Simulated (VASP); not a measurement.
A run of VASP 6.6.1 is set up as follows.

The input INCAR:

```
SYSTEM = TiC
ALGO = Normal
EDIFF = 1E-6
ENCUT = 520
GGA = PE
ISIF = 2
ISMEAR = -1
LASPH = .TRUE.
LCHARG = .FALSE.
LREAL = .FALSE.
LWAVE = .FALSE.
NBANDS = 15
NELM = 60
PREC = Accurate
SIGMA = 0.02
```

File KPOINTS:

```
k-points
0
G
  11 11 11
  0 0 0
```

File POSCAR:

```
TiC
1.0
    0.0000000000      2.1593000000      2.1593000000
    2.1593000000      0.0000000000      2.1593000000
    2.1593000000      2.1593000000      0.0000000000
Ti C
1 1
Direct
    0.0000000000      0.0000000000      0.0000000000
    0.5000000000      0.5000000000      0.5000000000
```

Potentials or basis: VASP PAW PBE potentials, release 64 (Ti_sv, C).

Launch:

```bash
$ cat potpaw_PBE.64/Ti_sv/POTCAR potpaw_PBE.64/C/POTCAR > POTCAR
$ mpirun -np 1 vasp_std > vasp.out
```

**Question.** Predict the band gap on the k mesh.

**Answer.** Zero (band 8 reaches 10.21 eV, above the bottom of band 9 at 9.11 eV).

**Question.** What does it give for the pressure?

**Answer.** 2.8 GPa.
